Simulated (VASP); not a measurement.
Set up this calculation in VASP 6.6.1, as the native input.

* Task: single point
* Functional: LDA
* Potentials or basis: VASP PAW LDA potentials, release 64 (B, As)
* Cutoff: 520 eV
* k mesh: 8 × 8 × 8
* Occupations: gaussian, width 0.01 eV
* Spin: no spin polarisation
* Dipole correction: no
* Further INCAR settings: ALGO = Normal; EDIFF = 1e-07; NBANDS = 11

The structure of BAs lies in POSCAR:

```
BAs
1.0
    0.0000000000      2.3918676038      2.3918676038
    2.3918676038      0.0000000000      2.3918676038
    2.3918676038      2.3918676038      0.0000000000
B As
1 1
Direct
    0.0000000000      0.0000000000      0.0000000000
    0.2500000000      0.2500000000      0.2500000000
```

These files were run (other wordings do the same):

INCAR

```
SYSTEM = BAs
PREC = Accurate ; ENCUT = 520
EDIFF = 1E-7 ; ISMEAR = 0
SIGMA = 0.01 ; LREAL = .FALSE.
LASPH = .TRUE. ; NELM = 80
ALGO = Normal ; ISIF = 2
LWAVE = .FALSE. ; LCHARG = .FALSE.
NBANDS = 11
```

KPOINTS

```
Automatic mesh
0
G
  8 8 8
  0 0 0
```

Potentials or basis: VASP PAW LDA potentials, release 64 (B, As).

The run is started by

```sh
$ cat potpaw_LDA.64/B/POTCAR potpaw_LDA.64/As/POTCAR > POTCAR
$ mpirun -np 1 vasp_std > vasp.out
```

Results of the run:

```
Pressure               : -3.7 GPa
Band gap on the k mesh : 1.14 eV, indirect (least direct gap 3.24 eV)
```

It took 6.4 s on 1 thread of Intel(R) Xeon(R) Platinum 8559C (Emerald Rapids), with other jobs on the host, peak memory 0.13 GiB.
